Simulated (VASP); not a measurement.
# KBr (Fm-3m) in VASP: further runs

Aim: see how the results for KBr move with the level of theory and the settings. Levels: revPBE+D4, revPBE, PBE0. Tasks: single point, relaxation of cell and atoms.

Everything below comes from runs of VASP 6.6.1. Logs are shortened: lines on timing, memory, paths and dates and some standing lists are left out, and cuts for length are marked.

## (1) The cell of the first run

Symmetry: Fm-3m, No. 225, cubic system. The conventional cell has a = 6.722 Å, b = 6.722 Å, c = 6.722 Å, α = 90.00°, β = 90.00°, γ = 90.00°. Within 4.4 Å of Br (site symmetry m-3m) lie 6 K at 3.36 Å. Within 4.4 Å of K (site symmetry m-3m) lie 6 Br at 3.36 Å.

## (2) Single point, revPBE+D4

Input file INCAR:

```
PREC = Accurate
ENCUT = 520
EDIFF = 1E-7
ISMEAR = -1
SIGMA = 0.05
LREAL = False
LASPH = True
NELM = 60
ALGO = Normal
ISIF = 2
LWAVE = False
LCHARG = True
GGA = RE
IVDW = 13
LELF = True
LVHAR = True
NBANDS = 15
```

Input file KPOINTS:

```
Automatic mesh
0
Gamma
  7 7 7
```

Input file POSCAR:

```
KBr
1.0
    0.0000000000      3.3611584855      3.3611584855
    3.3611584855      0.0000000000      3.3611584855
    3.3611584855      3.3611584855      0.0000000000
Br K
1 1
Direct
    0.5000000000      0.5000000000      0.5000000000
    0.0000000000      0.0000000000      0.0000000000
```

Potentials or basis: VASP PAW PBE potentials, release 64 (Br, K_sv).

Launch:

```console
$ cat potpaw_PBE.64/Br/POTCAR potpaw_PBE.64/K_sv/POTCAR > POTCAR
$ mpirun -np 1 vasp_std > vasp.out
```

OUTCAR:

```text
PREC = Accurate
   ENCUT = 520
   EDIFF = 1E-7
   ISMEAR = -1
   LREAL = False
   LASPH = True
   NELM = 60
   ISIF = 2
   GGA = RE
   IVDW = 13

 ion  position               nearest neighbor table
   1  0.500  0.500  0.500-
   2  0.000  0.000  0.000-

  LATTYP: Found a face centered cubic cell.
 ALAT       =     6.7223169710

  Lattice vectors:

 A1 = (   0.0000000000,   3.3611584855,   3.3611584855)
 A2 = (   3.3611584855,   0.0000000000,   3.3611584855)
 A3 = (   3.3611584855,   3.3611584855,   0.0000000000)

Analysis of symmetry for initial positions (statically):
=====================================================================
 Subroutine PRICEL returns:
 Original cell was already a primitive cell.

 Routine SETGRP: Setting up the symmetry group for a
 face centered cubic supercell.

 Subroutine GETGRP returns: Found 48 space group operations
 (whereof 48 operations were pure point group operations)
 out of a pool of 48 trial point group operations.

The static configuration has the point symmetry O_h .

Analysis of symmetry for dynamics (positions and initial velocities):
=====================================================================
 Subroutine PRICEL returns:
 Original cell was already a primitive cell.

 Routine SETGRP: Setting up the symmetry group for a
 face centered cubic supercell.

 Subroutine GETGRP returns: Found 48 space group operations
 (whereof 48 operations were pure point group operations)
 out of a pool of 48 trial point group operations.

The dynamic configuration has the point symmetry O_h .

 Subroutine INISYM returns: Found 48 space group operations
 (whereof 48 operations are pure point group operations),
 and found     1 'primitive' translations

----------------------------------------------------------------------------------------

                                     Primitive cell

  volume of cell :      75.9446

  direct lattice vectors                    reciprocal lattice vectors
     0.000000000  3.361158485  3.361158485    -0.148758234  0.148758234  0.148758234
     3.361158485  0.000000000  3.361158485     0.148758234 -0.148758234  0.148758234
     3.361158485  3.361158485  0.000000000     0.148758234  0.148758234 -0.148758234

  length of vectors
     4.753395915  4.753395915  4.753395915     0.257656819  0.257656819  0.257656819

  position of ions in fractional coordinates (direct lattice)
     0.500000000  0.500000000  0.500000000
     0.000000000  0.000000000  0.000000000

  ion indices of the primitive-cell ions
   primitive index   ion index
                 1           1
                 2           2

----------------------------------------------------------------------------------------

 KPOINTS: Automatic mesh

Automatic generation of k-mesh.
 Grid dimensions read from file:
 generate k-points for:    7    7    7

 Generating k-lattice:

  Cartesian coordinates                     Fractional coordinates (reciprocal lattice)
    -0.021251176  0.021251176  0.021251176     0.142857143  0.000000000  0.000000000
     0.021251176 -0.021251176  0.021251176     0.000000000  0.142857143  0.000000000
     0.021251176  0.021251176 -0.021251176     0.000000000  0.000000000  0.142857143

  Length of vectors
     0.036808117  0.036808117  0.036808117

  Shift w.r.t. Gamma in fractional coordinates (k-lattice)
     0.000000000  0.000000000  0.000000000

 Subroutine IBZKPT returns following result:
 ===========================================

 Found     20 irreducible k-points:

 Following reciprocal coordinates:
            Coordinates               Weight
  0.000000  0.000000  0.000000      1.000000
  0.142857  0.000000  0.000000      8.000000
  0.285714  0.000000  0.000000      8.000000
  0.428571  0.000000  0.000000      8.000000
  0.142857  0.142857  0.000000      6.000000
  0.285714  0.142857  0.000000     24.000000
[... 12 lines left out ...]
 -0.428571  0.428571  0.142857     24.000000
 -0.285714  0.428571  0.142857     24.000000
   k-points           NKPTS =     20   k-points in BZ     NKDIM =     20   number of bands    NBANDS=     15
   number of dos      NEDOS =    301   number of ions     NIONS =      2
   total plane-waves  NPLWV =  46656
   dimension x,y,z NGX =    36 NGY =   36 NGZ =   36
   dimension x,y,z NGXF=    72 NGYF=   72 NGZF=   72
   ions per type =               1   1
   NGX,Y,Z   is equivalent  to a cutoff of  12.59, 12.59, 12.59 a.u.
   NGXF,Y,Z  is equivalent  to a cutoff of  25.18, 25.18, 25.18 a.u.
 SYSTEM =  unknown system
   PREC   = accura    normal or accurate (medium, high low for compatibility)
   ISTART =      0    job   : 0-new  1-cont  2-samecut
   ICHARG =      2    charge: 1-file 2-atom 10-const
   ISPIN  =      1    spin polarized calculation?
   LNONCOLLINEAR =      F non collinear calculations
   LSORBIT =      F    spin-orbit coupling
   LASPH  =      T    aspherical Exc in radial PAW
   ENCUT  =  520.0 eV  38.22 Ry    6.18 a.u.   8.84  8.84  8.84*2*pi/ulx,y,z
   NELM   =     60;   NELMIN=  2; NELMDL= -5     # of ELM steps
   EDIFF  = 0.1E-06   stopping-criterion for ELM
   LREAL  =      F    real-space projection
   EDIFFG = 0.1E-05   stopping-criterion for IOM
   NSW    =      0    number of steps for IOM
   IBRION =     -1    ionic relax: 0-MD 1-quasi-New 2-CG
   NFREE  =      0    steps in history (QN), initial steepest desc. (CG)
   ISIF   =      2    stress and relaxation
   ISYM   =      2    0-nonsym 1-usesym 2-fastsym
   POTIM  = 0.5000    time-step for ionic-motion
   TEBEG  =    0.0;   TEEND  =   0.0 temperature during run
   PSTRESS=    0.0 pullay stress
   NELECT =      16.0000    total number of electrons
   NUPDOWN=      -1.0000    fix difference up-down
   EMIN   =  10.00;   EMAX   =-10.00  energy-range for DOS
   EFERMI =   0.00;   METHOD = LEGACY
   ISMEAR =    -1;   SIGMA  =   0.05  broadening in eV -4-tet -1-fermi 0-gaus
   EFERMI_NEDOS =   21; number of points for ismear=-14 and -15
   IALGO  =     38    algorithm
   IMIX   =      4    mixing-type and parameters
     AMIX     =   0.40;   BMIX     =  1.00
     AMIX_MAG =   1.60;   BMIX_MAG =  1.00
  volume/ion in A,a.u.               =      37.97       256.25
  Fermi-wavevector in a.u.,A,eV,Ry     =   0.974128  1.840834 12.910902  0.948925
  Thomas-Fermi vector in A             =   2.104562
   LORBIT       =      0    0 simple, 1 ext, 2 COOP (PROOUT), +10 PAW based schemes
   GGA     = RE    functional components
   LHFCALC =     F    Hartree Fock is set to
   AEXX    =    0.0000 exact exchange contribution
   IVDW    =    13    specifies the selected vdW correction
   LEPSILON=     F    determine dielectric tensor
   LRPA    =     F    only Hartree local field effects (RPA)
 non-spin polarized calculation
  energy-cutoff  :      520.00
  volume of cell :       75.94
 maximum number of plane-waves:      2085
   NGX = 17   NGY = 17   NGZ = 17

 number of electron      16.0000002 magnetization

 Free energy of the ion-electron system (eV)
  ---------------------------------------------------
  ext. energy  EPLUGINS =         0.00000000
  ---------------------------------------------------
  free energy    TOTEN  =        -5.90260707 eV

  energy without entropy =       -5.90260707  energy(sigma->0) =       -5.90260707

 E-fermi :  -0.7408     XC(G=0):  -6.8553

 val. band max:       -1.8401217227   @ k =   0.0000   0.0000   0.0000
 cond. band min:       2.7423468175   @ k =   0.0000   0.0000   0.0000
 fundamental gap:      4.5824685402
 Fermi energy:        -0.7407541483

 k-point     1 :       0.0000    0.0000    0.0000
  band No.  band energies     occupation
      1     -29.8366      2.00000
      2     -14.0315      2.00000
      3     -13.2750      2.00000
      4     -13.2750      2.00000
      5     -13.2750      2.00000
      6      -1.8401      2.00000
      7      -1.8401      2.00000
      8      -1.8401      2.00000
      9       2.7423      0.00000
     10       5.9123      0.00000
     11       5.9123      0.00000
     12       5.9123      0.00000
     13       6.6395      0.00000
     14       6.6395      0.00000
     15       9.9709      0.00000

 k-point     2 :       0.1429    0.0000    0.0000
  band No.  band energies     occupation
      1     -29.8358      2.00000
      2     -14.0736      2.00000
      3     -13.2758      2.00000
      4     -13.2758      2.00000
      5     -13.2218      2.00000
      6      -2.0802      2.00000
      7      -1.8962      2.00000
      8      -1.8962      2.00000
      9       3.2027      0.00000
     10       5.8059      0.00000
     11       6.1376      0.00000
     12       6.1376      0.00000
     13       6.8809      0.00000
     14       6.8809      0.00000
     15      10.5774      0.00000

 k-point     3 :       0.2857    0.0000    0.0000
  band No.  band energies     occupation
      1     -29.8342      2.00000
      2     -14.1531      2.00000
      3     -13.2777      2.00000
      4     -13.2777      2.00000
      5     -13.1173      2.00000
      6      -2.5264      2.00000
      7      -2.0167      2.00000
      8      -2.0167      2.00000
      9       4.1687      0.00000
     10       5.8465      0.00000
     11       6.7556      0.00000
     12       6.7556      0.00000
     13       7.5348      0.00000
     14       7.5348      0.00000
     15       9.9014      0.00000
[... 271 lines left out ...]
 k-point    19 :      -0.4286    0.4286    0.1429
  band No.  band energies     occupation
      1     -29.8317      2.00000
      2     -14.0350      2.00000
      3     -13.3198      2.00000
      4     -13.3081      2.00000
      5     -13.2104      2.00000
      6      -2.5278      2.00000
      7      -2.1968      2.00000
      8      -2.1928      2.00000
      9       4.8497      0.00000
     10       5.7594      0.00000
     11       6.8201      0.00000
     12       7.6547      0.00000
     13       7.8871      0.00000
     14       8.6888      0.00000
     15       9.1425      0.00000

 k-point    20 :      -0.2857    0.4286    0.1429
  band No.  band energies     occupation
      1     -29.8316      2.00000
      2     -14.0619      2.00000
      3     -13.3248      2.00000
      4     -13.3069      2.00000
      5     -13.1715      2.00000
      6      -2.4292      2.00000
      7      -2.3944      2.00000
      8      -2.2047      2.00000
      9       5.3853      0.00000
     10       6.0683      0.00000
     11       6.4684      0.00000
     12       7.1446      0.00000
     13       8.5296      0.00000
     14       8.5827      0.00000
     15       9.2610      0.00000

------------------------ aborting loop because EDIFF is reached ----------------------------------------

  DFT-D4 for vdW energy calculation

  Edisp (eV):   -0.34586

  FORCE on cell =-STRESS in cart. coord.  units (eV):
  Direction    XX          YY          ZZ          XY          YZ          ZX
  --------------------------------------------------------------------------------------
  -------------------------------------------------------------------------------------
  Total       0.03204     0.03204     0.03204     0.00000    -0.00000     0.00000
  in kB       0.67594     0.67594     0.67594     0.00000    -0.00000     0.00000
  external pressure =        0.68 kB  Pullay stress =        0.00 kB

 VOLUME and BASIS-vectors are now :
 -----------------------------------------------------------------------------
  energy-cutoff  :      520.00
  volume of cell :       75.94
      direct lattice vectors                 reciprocal lattice vectors
     0.000000000  3.361158485  3.361158485    -0.148758234  0.148758234  0.148758234
     3.361158485  0.000000000  3.361158485     0.148758234 -0.148758234  0.148758234
     3.361158485  3.361158485  0.000000000     0.148758234  0.148758234 -0.148758234

 POSITION                                       TOTAL-FORCE (eV/Angst)
 -----------------------------------------------------------------------------------
      3.36116      3.36116      3.36116         0.000000     -0.000000      0.000000
      0.00000      0.00000      0.00000        -0.000000      0.000000     -0.000000
 -----------------------------------------------------------------------------------
    total drift:                                0.000000      0.000000      0.000000

  FREE ENERGIE OF THE ION-ELECTRON SYSTEM (eV)
  ---------------------------------------------------
  free  energy   TOTEN  =        -6.2484715583 eV

  energy  without entropy=       -6.2484715583  energy(sigma->0) =       -6.24847156
```

It took 33 s on 1 thread of Intel Xeon Platinum 8488C (Sapphire Rapids), shared host; peak memory 0.21 GiB.

What came out:

```yaml
Free_energy: -6.2485 eV
Pressure: 0.1 GPa
Band_gap_on_the_k_mesh: 4.58 eV, direct
Dispersion_energy_per_atom: -0.173 eV
```

Levels at points of the mesh, in eV from the valence-band top:
```
           k point  band 6  band 7  band 8  band 9  band 10  band 11
(0.00, 0.00, 0.00)    0.00    0.00    0.00    4.58     7.75     7.75
```

Caveat: the PAW data sets were made with another functional, which shifts forces and pressure a little.

## (3) Relaxation of cell and atoms, revPBE+D4

This run uses another cell than the first one, of 35.94 Å³/atom, 0.946 times its volume.

Input file INCAR:

```
PREC = Accurate
ENCUT = 600
EDIFF = 1E-6
ISMEAR = -1
SIGMA = 0.05
LREAL = False
LASPH = True
NELM = 80
ALGO = Normal
ISIF = 3
LWAVE = False
LCHARG = False
GGA = RE
IVDW = 13
IBRION = 2
NSW = 80
EDIFFG = -0.01
```

KPOINTS is that of step 2.

Input file POSCAR:

```
KBr
1.0
    0.0000000000      3.3000000000      3.3000000000
    3.3000000000      0.0000000000      3.3000000000
    3.3000000000      3.3000000000      0.0000000000
Br K
1 1
Direct
    0.5000000000      0.5000000000      0.5000000000
    0.0000000000      0.0000000000      0.0000000000
```

Potentials or basis: VASP PAW PBE potentials, release 64 (Br, K_sv).

Launch:

```console
$ cat potpaw_PBE.64/Br/POTCAR potpaw_PBE.64/K_sv/POTCAR > POTCAR
$ mpirun -np 1 vasp_std > vasp.out
```

OUTCAR:

```text
PREC = Accurate
   ENCUT = 600
   EDIFF = 1E-6
   ISMEAR = -1
   LREAL = False
   LASPH = True
   NELM = 80
   ISIF = 3
   GGA = RE
   IVDW = 13
   IBRION = 2
   NSW = 80
   EDIFFG = -0.01

 ion  position               nearest neighbor table
   1  0.500  0.500  0.500-   2 3.30   2 3.30   2 3.30   2 3.30   2 3.30   2 3.30
   2  0.000  0.000  0.000-   1 3.30   1 3.30   1 3.30   1 3.30   1 3.30   1 3.30

  LATTYP: Found a face centered cubic cell.
 ALAT       =     6.6000000000

  Lattice vectors:

 A1 = (   0.0000000000,   3.3000000000,   3.3000000000)
 A2 = (   3.3000000000,   0.0000000000,   3.3000000000)
 A3 = (   3.3000000000,   3.3000000000,   0.0000000000)

Analysis of symmetry for initial positions (statically):
=====================================================================
 Subroutine PRICEL returns:
 Original cell was already a primitive cell.

 Routine SETGRP: Setting up the symmetry group for a
 face centered cubic supercell.

 Subroutine GETGRP returns: Found 48 space group operations
 (whereof 48 operations were pure point group operations)
 out of a pool of 48 trial point group operations.

The static configuration has the point symmetry O_h .

Analysis of symmetry for dynamics (positions and initial velocities):
=====================================================================
 Subroutine PRICEL returns:
 Original cell was already a primitive cell.
[... 133 lines left out ...]
   LRPA    =     F    only Hartree local field effects (RPA)
 conjugate gradient relaxation of ions
 non-spin polarized calculation
  energy-cutoff  :      600.00
  volume of cell :       71.87
 maximum number of plane-waves:      2421
 NGX is ok and might be reduce to    40
   NGX = 19   NGY = 19   NGZ = 19

--------------------------------------- Ionic step        1  -------------------------------------------

 number of electron      16.0000000 magnetization

 Free energy of the ion-electron system (eV)
  ---------------------------------------------------
  ext. energy  EPLUGINS =         0.00000000
  ---------------------------------------------------
  free energy    TOTEN  =        -5.86653066 eV

  energy without entropy =       -5.86653066  energy(sigma->0) =       -5.86653066

------------------------ aborting loop because EDIFF is reached ----------------------------------------

  DFT-D4 for vdW energy calculation

  Edisp (eV):   -0.37032
[... 111 lines left out ...]
--------------------------------------- Ionic step        4  -------------------------------------------

 number of electron      15.9999999 magnetization

 Free energy of the ion-electron system (eV)
  ---------------------------------------------------
  ext. energy  EPLUGINS =         0.00000000
  ---------------------------------------------------
  free energy    TOTEN  =        -5.90478389 eV

  energy without entropy =       -5.90478389  energy(sigma->0) =       -5.90478389

 E-fermi :  -0.7282     XC(G=0):  -6.8362

 val. band max:       -1.8574202252   @ k =   0.0000   0.0000   0.0000
 cond. band min:       2.7127209338   @ k =   0.0000   0.0000   0.0000
 fundamental gap:      4.5701411590
 Fermi energy:        -0.7281664599

 k-point     1 :       0.0000    0.0000    0.0000
  band No.  band energies     occupation
      1     -29.8649      2.00000
      2     -14.0436      2.00000
      3     -13.3034      2.00000
      4     -13.3034      2.00000
      5     -13.3034      2.00000
      6      -1.8574      2.00000
      7      -1.8574      2.00000
      8      -1.8574      2.00000
      9       2.7127      0.00000
     10       5.8929      0.00000
     11       5.8929      0.00000
     12       5.8929      0.00000
[... 316 lines left out ...]
  FREE ENERGIE OF THE ION-ELECTRON SYSTEM (eV)
  ---------------------------------------------------
  free  energy   TOTEN  =        -6.2485811181 eV

  energy  without entropy=       -6.2485811181  energy(sigma->0) =       -6.24858112

 reached required accuracy - stopping structural energy minimisation
```

OSZICAR:

```text
N       E                     dE             d eps       ncg     rms          rms(c)
DAV:   1     0.116795925256E+03    0.11680E+03   -0.77485E+03   480   0.132E+03
DAV:   2     0.126900067183E+01   -0.11553E+03   -0.10796E+03   632   0.284E+02
DAV:   3    -0.574864363958E+01   -0.70176E+01   -0.69941E+01   616   0.660E+01
[... 31 lines left out ...]
DAV:   2    -0.590509960781E+01    0.12119E-02   -0.28740E-03   616   0.491E-01    0.969E-02
DAV:   3    -0.590478101196E+01    0.31860E-03   -0.10640E-03   840   0.270E-01    0.654E-02
DAV:   4    -0.590478555315E+01   -0.45412E-05   -0.28086E-05   860   0.342E-02    0.292E-02
DAV:   5    -0.590478447039E+01    0.10828E-05   -0.30221E-05   944   0.327E-02    0.565E-03
DAV:   6    -0.590478388610E+01    0.58429E-06   -0.63001E-07   408   0.967E-03
   4 F= -.62485811E+01 E0= -.62485811E+01  d E =-.117285E-01
```

Wall time 73 s (1 thread of Intel Xeon Platinum 8488C (Sapphire Rapids), shared host); peak memory 0.26 GiB.

What came out:

* Free energy: -6.2486 eV
* Relaxed volume: 38.16 Å³/atom
* Relaxed cell: a = 4.761 Å, b = 4.761 Å, c = 4.761 Å, α = 60.00°, β = 60.00°, γ = 60.00°
* Space group after relaxing (to 0.05 Å): Fm-3m (No. 225)
* Energy gained by relaxing: 5.9 meV/atom
* Ionic steps: 4
* Pressure after relaxing: 0.0 GPa
* Band gap on the k mesh: 4.57 eV, direct
* Dispersion energy per atom: -0.172 eV

Step by step:
```
step  energy change (eV)  largest force (eV/Å)  pressure (GPa)  volume (Å³)
   1              0.0000                0.0000            0.89        71.87
   2             -0.0085                0.0000            0.42        73.96
   3             -0.0117                0.0000            0.05        76.01
   4             -0.0117                0.0000            0.01        76.31
```

Final structure:
```xyz
2
Lattice="0.0000 3.3666 3.3666 3.3666 0.0000 3.3666 3.3666 3.3666 0.0000" Properties=species:S:1:pos:R:3 pbc="T T T"
Br    3.3666    3.3666    3.3666
K     3.3666    3.3666    6.7332
```

Levels at points of the mesh, in eV from the valence-band top:
```csv
k point,band 4,band 5,band 6,band 7,band 8,band 9,band 10,band 11,band 12
"(0.00, 0.00, 0.00)",-11.45,-11.45,0.00,0.00,0.00,4.57,7.75,7.75,7.75
```

Caveat: the PAW data sets were made with another functional, which shifts forces and pressure a little.

(Part 1 of 2 ends here.)
